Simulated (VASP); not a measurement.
Wanted: the native input for a VASP 6.6.1 run.

| Item | Value |
| --- | --- |
| Task | relaxation of the atoms |
| Functional | PBEsol |
| Potentials or basis | VASP PAW PBE potentials, release 64 (Hf_pv) |
| Cutoff | 520 eV |
| k mesh | 10 × 7 × 1 |
| Occupations | fermi-dirac, width 0.05 eV |
| Spin | no spin polarisation |
| Dipole correction | yes |
| Further INCAR settings | ALGO = Normal; EDIFF = 1e-07; IBRION = 2; EDIFFG = -0.01; NSW = 32 |

The structure of Hf lies in POSCAR:

```
Hf
1.0
    3.1589152038      0.0000000000      0.0000000000
    0.0000000000      4.9985932686      0.0000000000
    0.0000000000      0.0000000000     16.9119000000
Hf
2
Direct
    0.7500000000      0.7500000000      0.4777186762
    0.2500000000      0.2500000000      0.5222813238
```

These files were run (other wordings do the same):

INCAR

```
PREC     = Accurate       # precision mode
ENCUT    = 520            # plane-wave cutoff, eV
EDIFF    = 1E-7           # SCF threshold, eV
ISMEAR   = -1             # smearing method
SIGMA    = 0.05           # smearing width, eV
LREAL    = F              # projectors in reciprocal space
LASPH    = T              # aspherical terms in the spheres
NELM     = 100            # most SCF steps
ALGO     = Normal         # electronic algorithm
ISIF     = 2              # what is computed and relaxed
LWAVE    = F              # write WAVECAR
LCHARG   = F              # write CHGCAR
LDIPOL   = T            
IDIPOL   = 3            
DIPOL    = 0.5 0.5 0.500
GGA      = PS             # functional
IBRION   = 2              # ionic algorithm
NSW      = 32             # ionic steps
EDIFFG   = -0.01          # ionic threshold
```

KPOINTS

```
Automatic mesh
0
Gamma
  10 7 1
```

Potentials or basis: VASP PAW PBE potentials, release 64 (Hf_pv).

Launch:

```console
$ cat potpaw_PBE.64/Hf_pv/POTCAR > POTCAR
$ mpirun -np 1 vasp_std > vasp.out
```

Results of the run:

- Energy gained by relaxing: 0.0 meV/atom
- Ionic steps: 3
- Largest force after relaxing: 0.008 eV/Å
- Band gap on the k mesh: zero (bands 10 and 11 overlap by 0.16 eV)

Caveat: the PAW data sets were made with another functional, which shifts forces and pressure a little; spin-orbit coupling is left out, which moves the levels of the heavy elements.

Run time: 2.5 min on 1 thread of Intel(R) Xeon(R) Platinum 8259CL CPU @ 2.50GHz (Skylake/Cascade Lake) (shared host), peak memory 0.39 GiB.
